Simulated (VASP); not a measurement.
Wanted: the native input for a VASP 6.6.1 run.

* Task: single point
* Functional: HSE06
* Potentials or basis: VASP PAW PBE potentials, release 64 (Te, Sn_d)
* Cutoff: 520 eV
* k mesh: 4 × 4 × 4
* Occupations: fermi-dirac, width 0.05 eV
* Spin: no spin polarisation
* Dipole correction: no
* Grid for exact exchange (PRECFOCK): Normal
* Further INCAR settings: ALGO = Normal; EDIFF = 1e-06; NBANDS = 17
* Share of exact exchange: 0.25
* Screening parameter: 0.2079 1/Å

Crystal: SnTe.

```
Te Sn
1.0
     0.00000    3.15085    3.15085
     3.15085    0.00000    3.15085
     3.15085    3.15085    0.00000
Te Sn
1 1
Cartesian
  3.1509 3.1509 3.1509
  0.0000 0.0000 0.0000
```

The input as run:

POSCAR

```
SnTe
1.0
    0.0000000000      3.1508500000      3.1508500000
    3.1508500000      0.0000000000      3.1508500000
    3.1508500000      3.1508500000      0.0000000000
Te Sn
1 1
Direct
    0.5000000000      0.5000000000      0.5000000000
    0.0000000000      0.0000000000      0.0000000000
```

INCAR.step1

```
  ALGO = Normal
  EDIFF = 1E-5
  ENCUT = 520
  GGA = PE
  ISIF = 2
  ISMEAR = -1
  LASPH = True
  LCHARG = False
  LREAL = False
  LWAVE = True
  NBANDS = 17
  NELM = 60
  PREC = Accurate
  SIGMA = 0.05
```

INCAR.step2

```
  ALGO = Normal
  EDIFF = 1E-6
  ENCUT = 520
  GGA = PE
  HFSCREEN = 0.2079
  ISIF = 2
  ISMEAR = -1
  ISTART = 1
  LASPH = True
  LCHARG = False
  LHFCALC = True
  LREAL = False
  LWAVE = False
  NBANDS = 17
  NELM = 60
  PREC = Accurate
  PRECFOCK = Normal
  SIGMA = 0.05
```

KPOINTS

```
k-points
0
Gamma
  4 4 4
```

Potentials or basis: VASP PAW PBE potentials, release 64 (Te, Sn_d).

Command:

```sh
$ cat potpaw_PBE.64/Te/POTCAR potpaw_PBE.64/Sn_d/POTCAR > POTCAR
$ cp INCAR.step1 INCAR
$ mpirun -np 1 vasp_std > vasp.out
$ cp INCAR.step2 INCAR
$ mpirun -np 1 vasp_std > vasp.out
```

Results of the run:

| Property | Result |
| --- | --- |
| Pressure | 0.6 GPa |
| Band gap on the k mesh | 0.01 eV |

Caveat: the k points lie up to 0.43 Å⁻¹ apart; the PAW data sets were made with another functional, which shifts forces and pressure a little; spin-orbit coupling is left out, which moves the levels of the heavy elements.

Run time: 30 min on 1 thread of Intel Xeon 8259CL (shared host), peak memory 0.32 GiB.
